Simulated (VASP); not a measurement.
# Ca (I4/mmm) in VASP: further runs

Runs on Ca. Level: PBEsol. Tasks: single point.

Program: VASP 6.6.1. These are calculated values, not measurements. Logs are shortened: lines on timing, memory, paths and dates and some standing lists are left out, and cuts for length are marked.

**1. The cell of the first run**

Symmetry: I4/mmm, No. 139, tetragonal system. Conventional cell: a = 4.659 Å, b = 4.659 Å, c = 4.301 Å, α = 90.00°, β = 90.00°, γ = 90.00°. Within 5.2 Å of Ca (site symmetry 4/mmm) lie 14 Ca at 3.93 to 4.66 Å.

**2. Single point, PBEsol (strain +0.040 along x and y, -0.040 along z)**

File INCAR:

```
PREC = Accurate ; ENCUT = 520
EDIFF = 1E-7 ; ISMEAR = 0
SIGMA = 0.15 ; LREAL = F
LASPH = T ; NELM = 80
ALGO = Fast ; ISIF = 2
LWAVE = F ; LCHARG = F
GGA = PS ; NBANDS = 11
```

File KPOINTS:

```
Automatic mesh
0
Gamma
  16 16 16
```

File POSCAR:

```
Ca
1.0
   -2.3296000000      2.3296000000      2.1504000000
    2.3296000000     -2.3296000000      2.1504000000
    2.3296000000      2.3296000000     -2.1504000000
Ca
1
Direct
    0.0000000000      0.0000000000      0.0000000000
```

Potentials or basis: VASP PAW PBE potentials, release 64 (Ca_sv).

Command:

```
$ cat potpaw_PBE.64/Ca_sv/POTCAR > POTCAR
$ mpirun -np 1 vasp_std > vasp.out
```

OUTCAR:

```text
PREC = Accurate
   ENCUT = 520
   EDIFF = 1E-7
   ISMEAR = 0
   LREAL = F
   LASPH = T
   NELM = 80
   ISIF = 2
   GGA = PS

 ion  position               nearest neighbor table
   1  0.000  0.000  0.000-

  LATTYP: Found a body centered tetragonal cell.
 ALAT       =     4.6592000000
 C/A-ratio  =     0.9230769231

  Lattice vectors:

 A1 = (  -2.3296000000,   2.3296000000,   2.1504000000)
 A2 = (   2.3296000000,  -2.3296000000,   2.1504000000)
 A3 = (   2.3296000000,   2.3296000000,  -2.1504000000)

Analysis of symmetry for initial positions (statically):
=====================================================================
 Subroutine PRICEL returns:
 Original cell was already a primitive cell.

 Routine SETGRP: Setting up the symmetry group for a
 body centered tetragonal supercell.

 Subroutine GETGRP returns: Found 16 space group operations
 (whereof 16 operations were pure point group operations)
 out of a pool of 16 trial point group operations.

The static configuration has the point symmetry D_4h.

Analysis of symmetry for dynamics (positions and initial velocities):
=====================================================================
 Subroutine PRICEL returns:
 Original cell was already a primitive cell.

 Routine SETGRP: Setting up the symmetry group for a
 body centered tetragonal supercell.

 Subroutine GETGRP returns: Found 16 space group operations
 (whereof 16 operations were pure point group operations)
 out of a pool of 16 trial point group operations.

The dynamic configuration has the point symmetry D_4h.

 Subroutine INISYM returns: Found 16 space group operations
 (whereof 16 operations are pure point group operations),
 and found     1 'primitive' translations

----------------------------------------------------------------------------------------

                                     Primitive cell

  volume of cell :      46.6812

  direct lattice vectors                    reciprocal lattice vectors
    -2.329600000  2.329600000  2.150400000     0.000000000  0.214629121  0.232514881
     2.329600000 -2.329600000  2.150400000     0.214629121  0.000000000  0.232514881
     2.329600000  2.329600000 -2.150400000     0.214629121  0.214629121  0.000000000

  length of vectors
     3.934246113  3.934246113  3.934246113     0.316431398  0.316431398  0.303531414

  position of ions in fractional coordinates (direct lattice)
     0.000000000  0.000000000  0.000000000

  ion indices of the primitive-cell ions
   primitive index   ion index
                 1           1

----------------------------------------------------------------------------------------

 KPOINTS: Automatic mesh

Automatic generation of k-mesh.
 Grid dimensions read from file:
 generate k-points for:   16   16   16

 Generating k-lattice:

  Cartesian coordinates                     Fractional coordinates (reciprocal lattice)
     0.000000000  0.013414320  0.014532180     0.062500000  0.000000000  0.000000000
     0.013414320  0.000000000  0.014532180     0.000000000  0.062500000  0.000000000
     0.013414320  0.013414320  0.000000000     0.000000000  0.000000000  0.062500000

  Length of vectors
     0.019776962  0.019776962  0.018970713

  Shift w.r.t. Gamma in fractional coordinates (k-lattice)
     0.000000000  0.000000000  0.000000000

 Subroutine IBZKPT returns following result:
 ===========================================

 Found    349 irreducible k-points:

 Following reciprocal coordinates:
            Coordinates               Weight
  0.000000  0.000000  0.000000      1.000000
  0.062500  0.000000  0.000000      8.000000
  0.125000  0.000000  0.000000      8.000000
  0.187500  0.000000  0.000000      8.000000
  0.250000  0.000000  0.000000      8.000000
  0.312500  0.000000 -0.000000      8.000000
[... 16 lines left out ...]
 -0.125000  0.062500  0.000000     16.000000
 -0.062500  0.062500  0.000000      4.000000
 [... further k-points ...]
   k-points           NKPTS =    349   k-points in BZ     NKDIM =    349   number of bands    NBANDS=     11
   number of dos      NEDOS =    301   number of ions     NIONS =      1
   total plane-waves  NPLWV =  27000
   dimension x,y,z NGX =    30 NGY =   30 NGZ =   30
   dimension x,y,z NGXF=    60 NGYF=   60 NGZF=   60
   ions per type =               1
   NGX,Y,Z   is equivalent  to a cutoff of  12.68, 12.68, 12.68 a.u.
   NGXF,Y,Z  is equivalent  to a cutoff of  25.35, 25.35, 25.35 a.u.
 SYSTEM =  unknown system
   PREC   = accura    normal or accurate (medium, high low for compatibility)
   ISTART =      0    job   : 0-new  1-cont  2-samecut
   ICHARG =      2    charge: 1-file 2-atom 10-const
   ISPIN  =      1    spin polarized calculation?
   LNONCOLLINEAR =      F non collinear calculations
   LSORBIT =      F    spin-orbit coupling
   LASPH  =      T    aspherical Exc in radial PAW
   ENCUT  =  520.0 eV  38.22 Ry    6.18 a.u.   7.32  7.32  7.32*2*pi/ulx,y,z
   NELM   =     80;   NELMIN=  2; NELMDL= -5     # of ELM steps
   EDIFF  = 0.1E-06   stopping-criterion for ELM
   LREAL  =      F    real-space projection
   EDIFFG = 0.1E-05   stopping-criterion for IOM
   NSW    =      0    number of steps for IOM
   IBRION =     -1    ionic relax: 0-MD 1-quasi-New 2-CG
   NFREE  =      0    steps in history (QN), initial steepest desc. (CG)
   ISIF   =      2    stress and relaxation
   ISYM   =      2    0-nonsym 1-usesym 2-fastsym
   POTIM  = 0.5000    time-step for ionic-motion
   TEBEG  =    0.0;   TEEND  =   0.0 temperature during run
   PSTRESS=    0.0 pullay stress
   NELECT =      10.0000    total number of electrons
   NUPDOWN=      -1.0000    fix difference up-down
   EMIN   =  10.00;   EMAX   =-10.00  energy-range for DOS
   EFERMI =   0.00;   METHOD = LEGACY
   ISMEAR =     0;   SIGMA  =   0.15  broadening in eV -4-tet -1-fermi 0-gaus
   EFERMI_NEDOS =   21; number of points for ismear=-14 and -15
   IALGO  =     68    algorithm
   IMIX   =      4    mixing-type and parameters
     AMIX     =   0.40;   BMIX     =  1.00
     AMIX_MAG =   1.60;   BMIX_MAG =  1.00
  volume/ion in A,a.u.               =      46.68       315.02
  Fermi-wavevector in a.u.,A,eV,Ry     =   0.979552  1.851085 13.055092  0.959522
  Thomas-Fermi vector in A             =   2.110414
   LORBIT       =      0    0 simple, 1 ext, 2 COOP (PROOUT), +10 PAW based schemes
   GGA     = PS    functional components
   LHFCALC =     F    Hartree Fock is set to
   AEXX    =    0.0000 exact exchange contribution
   IVDW    =     0    specifies the selected vdW correction
   LEPSILON=     F    determine dielectric tensor
   LRPA    =     F    only Hartree local field effects (RPA)
 non-spin polarized calculation
 RMM-DIIS sequential band-by-band and
 Gauss-broadening in eV      SIGMA  =   0.15
  energy-cutoff  :      520.00
  volume of cell :       46.68
 maximum number of plane-waves:      1288
 NGX is ok and might be reduce to    30
   NGX = 15   NGY = 15   NGZ = 15

 number of electron      10.0000003 magnetization

 Free energy of the ion-electron system (eV)
  ---------------------------------------------------
  ext. energy  EPLUGINS =         0.00000000
  ---------------------------------------------------
  free energy    TOTEN  =        -2.08495083 eV

  energy without entropy =       -2.06860302  energy(sigma->0) =       -2.07677692

 E-fermi :   1.5587     XC(G=0):  -7.4971

 val. band max:        1.5584430949   @ k =  -0.0625   0.5000   0.0625
 cond. band min:       1.5622426222   @ k =  -0.3125  -0.3750   0.0625
 fundamental gap:      0.0037995273
 Fermi energy:         1.5586846571

 k-point     1 :       0.0000    0.0000    0.0000
  band No.  band energies     occupation
      1     -40.5737      2.00000
      2     -21.5775      2.00000
      3     -21.5711      2.00000
      4     -21.5711      2.00000
      5      -2.3341      2.00000
      6       3.4812      0.00000
      7       3.8268      0.00000
      8       3.8268      0.00000
      9       4.4217      0.00000
     10       4.8395      0.00000
     11      10.9624      0.00000

 k-point     2 :       0.0625    0.0000    0.0000
  band No.  band energies     occupation
      1     -40.5733      2.00000
      2     -21.5801      2.00000
      3     -21.5724      2.00000
      4     -21.5724      2.00000
      5      -2.2668      2.00000
      6       3.4843      0.00000
      7       3.7986      0.00000
      8       3.8266      0.00000
      9       4.4211      0.00000
     10       4.8009      0.00000
     11      10.9578      0.00000

 k-point     3 :       0.1250    0.0000    0.0000
  band No.  band energies     occupation
      1     -40.5723      2.00000
      2     -21.5899      2.00000
      3     -21.5762      2.00000
      4     -21.5738      2.00000
      5      -2.0671      2.00000
      6       3.4383      0.00000
      7       3.6835      0.00000
      8       3.8913      0.00000
      9       4.4357      0.00000
     10       4.7235      0.00000
     11      10.9048      0.00000

 k-point     4 :       0.1875    0.0000    0.0000
  band No.  band energies     occupation
      1     -40.5707      2.00000
      2     -21.6056      2.00000
      3     -21.5819      2.00000
      4     -21.5746      2.00000
      5      -1.7422      2.00000
      6       3.3042      0.00000
      7       3.4422      0.00000
      8       4.0830      0.00000
      9       4.4947      0.00000
     10       4.6694      0.00000
     11       9.9675      0.00000
[... 239 lines left out ...]
 k-point    22 :      -0.1875    0.0625    0.0000
  band No.  band energies     occupation
      1     -40.5714      2.00000
      2     -21.5980      2.00000
      3     -21.5798      2.00000
      4     -21.5745      2.00000
      5      -1.8869      2.00000
      6       3.3318      0.00000
      7       3.5778      0.00000
      8       4.0436      0.00000
      9       4.3541      0.00000
     10       4.7609      0.00000
     11      10.3021      0.00000

 k-point    23 :      -0.1250    0.0625    0.0000
  band No.  band energies     occupation
      1     -40.5727      2.00000
      2     -21.5848      2.00000
      3     -21.5771      2.00000
      4     -21.5722      2.00000
      5      -2.1442      2.00000
      6       3.4305      0.00000
      7       3.7373      0.00000
      8       3.9240      0.00000
      9       4.3414      0.00000
     10       4.8007      0.00000
     11      10.5941      0.00000

 k-point    24 :      -0.0625    0.0625    0.0000
  band No.  band energies     occupation
      1     -40.5734      2.00000
      2     -21.5786      2.00000
      3     -21.5749      2.00000
      4     -21.5709      2.00000
      5      -2.2723      2.00000
      6       3.4641      0.00000
      7       3.7960      0.00000
      8       3.8723      0.00000
      9       4.3758      0.00000
     10       4.8316      0.00000
     11      10.8130      0.00000

 [... further k-points ...]
[... 5 lines left out ...]
  --------------------------------------------------------------------------------------
  -------------------------------------------------------------------------------------
  Total       -0.5944782     -0.5944782     -0.5490336      0.0000000      0.0000000      0.0000000
  in kB      -20.4034934    -20.4034934    -18.8437589      0.0000000      0.0000000      0.0000000
  external PRESSURE =     -19.8835819 kB  Pullay stress =       0.0000000 kB

 VOLUME and BASIS-vectors are now :
 -----------------------------------------------------------------------------
  energy-cutoff  :      520.00
  volume of cell :       46.68
      direct lattice vectors                 reciprocal lattice vectors
    -2.329600000  2.329600000  2.150400000     0.000000000  0.214629121  0.232514881
     2.329600000 -2.329600000  2.150400000     0.214629121  0.000000000  0.232514881
     2.329600000  2.329600000 -2.150400000     0.214629121  0.214629121  0.000000000

 POSITION                                       TOTAL-FORCE (eV/Angst)
 -----------------------------------------------------------------------------------
      0.00000      0.00000      0.00000         0.000000      0.000000     -0.000000
 -----------------------------------------------------------------------------------
    total drift:                               -0.000000     -0.000000      0.000000

  FREE ENERGIE OF THE ION-ELECTRON SYSTEM (eV)
  ---------------------------------------------------
  free  energy   TOTEN  =        -2.0849508262 eV

  energy  without entropy=       -2.0686030227  energy(sigma->0) =       -2.07677692
```

Wall time 1.7 min (1 thread of Intel Xeon 6975P-C (Granite Rapids), shared host); peak memory 0.29 GiB.

Results:

- Free energy: -2.0850 eV
- Pressure: -2.0 GPa
- Band gap on the k mesh: zero (band 5 reaches 1.87 eV, above the bottom of band 6 at 1.31 eV)

Levels at points of the mesh, in eV from the Fermi level:
```
           k point  band 1  band 2  band 3  band 4  band 5  band 6  band 7  band 8  band 9  band 10
(0.00, 0.00, 0.00)  -42.13  -23.14  -23.13  -23.13   -3.89    1.92    2.27    2.27    2.86     3.28
(0.50, 0.00, 0.00)  -42.12  -23.23  -23.16  -23.14   -0.80   -0.01    1.16    3.02    3.48     3.99
(0.50, 0.50, 0.00)  -42.12  -23.23  -23.17  -23.13   -1.00   -0.25    1.57    2.73    3.22     3.96
(0.50, 0.50, 0.50)  -42.12  -23.21  -23.21  -23.20    0.08    0.20    3.13    3.13    3.77     3.77
```

Caveat: the cell differs from its parent crystal (strain +0.040 along x and y, -0.040 along z); the PAW data sets were made with another functional, which shifts forces and pressure a little.

**3. Single point, PBEsol (strain +0.080 along x and y, -0.080 along z)**

File INCAR:

```
SYSTEM = Ca
PREC     = Accurate       ! precision mode
ENCUT    = 520            ! plane-wave cutoff, eV
EDIFF    = 1E-6           ! SCF threshold, eV
ISMEAR   = 0              ! smearing method
SIGMA    = 0.15           ! smearing width, eV
LREAL    = .False.        ! projectors in reciprocal space
LASPH    = .True.         ! aspherical terms in the spheres
NELM     = 80             ! most SCF steps
ALGO     = Fast           ! electronic algorithm
ISIF     = 2              ! what is computed and relaxed
LWAVE    = .False.        ! write WAVECAR
LCHARG   = .False.        ! write CHGCAR
GGA      = PS             ! functional
NBANDS   = 11             ! bands
```

File KPOINTS:

```
Automatic mesh
0
Gamma
  16 16 16
  0 0 0
```

File POSCAR:

```
Ca
1.0
   -2.4192000000      2.4192000000      2.0608000000
    2.4192000000     -2.4192000000      2.0608000000
    2.4192000000      2.4192000000     -2.0608000000
Ca
1
Direct
    0.0000000000      0.0000000000      0.0000000000
```

Potentials or basis: VASP PAW PBE potentials, release 64 (Ca_sv).

Command:

```
$ cat potpaw_PBE.64/Ca_sv/POTCAR > POTCAR
$ mpirun -np 1 vasp_std > vasp.out
```

Run time: 89 s. Hardware: 1 thread of Intel Xeon 6975P-C (Granite Rapids), shared host; peak memory 0.3 GiB.

It converged, with:

```yaml
Free_energy: -2.0567 eV
Pressure: -2.3 GPa
Band_gap_on_the_k_mesh: zero (band 5 reaches 1.75 eV, above the bottom of band 6 at 1.04 eV)
```

Stress tensor (GPa, compression positive):
```
-2.57  0.00  0.00
 0.00 -2.57  0.00
 0.00  0.00 -1.69
```

Levels at points of the mesh, in eV from the Fermi level:
```
           k point  band 1  band 2  band 3  band 4  band 5  band 6  band 7  band 8  band 9  band 10
(0.00, 0.00, 0.00)  -42.20  -23.21  -23.20  -23.20   -3.82    1.69    2.40    2.40    2.53     3.34
(0.50, 0.00, 0.00)  -42.19  -23.29  -23.23  -23.21   -0.69    0.10    1.05    2.90    3.61     3.84
(0.50, 0.50, 0.00)  -42.19  -23.29  -23.23  -23.20   -1.12   -0.39    1.87    2.41    3.04     3.82
(0.50, 0.50, 0.50)  -42.19  -23.27  -23.27  -23.25    0.06    0.24    2.66    2.66    3.66     3.66
```

Caveat: the cell differs from its parent crystal (strain +0.080 along x and y, -0.080 along z); the PAW data sets were made with another functional, which shifts forces and pressure a little.

**4. Single point, PBEsol (strain +0.000 along x and y, +0.080 along z)**

File INCAR:

```
SYSTEM = Ca
PREC = Accurate
ENCUT = 520
EDIFF = 1E-7
ISMEAR = 0
SIGMA = 0.15
LREAL = .False.
LASPH = .True.
NELM = 60
ALGO = Fast
ISIF = 2
LWAVE = .False.
LCHARG = .False.
GGA = PS
NBANDS = 11
```

File KPOINTS:

```
regular mesh
0
Gamma
  16 16 16
  0 0 0
```

File POSCAR:

```
Ca
1.0
   -2.2400000000      2.2400000000      2.4192000000
    2.2400000000     -2.2400000000      2.4192000000
    2.2400000000      2.2400000000     -2.4192000000
Ca
1
Direct
    0.0000000000      0.0000000000      0.0000000000
```

Command:

```
$ cat potpaw_PBE.64/Ca_sv/POTCAR > POTCAR
$ mpirun -np 1 vasp_std > vasp.out
```

It took 2 min on 1 thread of Intel Xeon 6975P-C (Granite Rapids), shared host; peak memory 0.3 GiB.

The run converged. Its results:

| Quantity | Value |
| --- | --- |
| Free energy | -2.0613 eV |
| Pressure | -2.4 GPa |
| Band gap on the k mesh | zero (band 5 reaches 1.71 eV, above the bottom of band 6 at 1.24 eV) |

Stress tensor (GPa, compression positive):
```
-2.43  0.00  0.00
 0.00 -2.43  0.00
 0.00  0.00 -2.28
```

Levels at points of the mesh, in eV from the Fermi level:
| k point | band 1 | band 2 | band 3 | band 4 | band 5 | band 6 | band 7 | band 8 | band 9 | band 10 |
| --- | --- | --- | --- | --- | --- | --- | --- | --- | --- | --- |
| (0.00, 0.00, 0.00) | -42.22 | -23.23 | -23.23 | -23.22 | -3.82 | 2.00 | 2.00 | 2.29 | 2.81 | 3.15 |
| (0.50, 0.00, 0.00) | -42.22 | -23.31 | -23.25 | -23.22 | -0.90 | -0.18 | 1.40 | 2.71 | 3.24 | 3.82 |
| (0.50, 0.50, 0.00) | -42.22 | -23.31 | -23.26 | -23.23 | -0.73 | 0.04 | 1.04 | 3.10 | 3.32 | 3.88 |
| (0.50, 0.50, 0.50) | -42.21 | -23.29 | -23.28 | -23.28 | 0.10 | 0.26 | 2.67 | 3.62 | 3.69 | 3.78 |

Caveat: the cell differs from its parent crystal (strain +0.000 along x and y, +0.080 along z); the PAW data sets were made with another functional, which shifts forces and pressure a little.

**5. Summary**

```csv
cell,further INCAR settings,gap on the mesh (eV),pressure (GPa)
"a = 3.934 Å, angles 107.4, 107.4, 113.7°, 1 atom",ALGO = Fast; EDIFF = 1e-07; NBANDS = 11,none,-2.0
"a = 3.994 Å, angles 105.4, 105.4, 117.9°, 1 atom",ALGO = Fast; EDIFF = 1e-06; NBANDS = 11,none,-2.3
"a = 3.986 Å, angles 111.6, 111.6, 105.3°, 1 atom",ALGO = Fast; EDIFF = 1e-07; NBANDS = 11,none,-2.4
```

Alike in all rows: task single point; level PBEsol; potentials or basis VASP PAW PBE potentials, release 64 (Ca_sv); no spin polarisation; k mesh 16 × 16 × 16; cutoff (eV) 520; smearing gaussian 0.15 eV.

Caveats: the PAW data sets were made with another functional, which shifts forces and pressure a little.

Absolute energies hang on the potentials; compare differences alone.
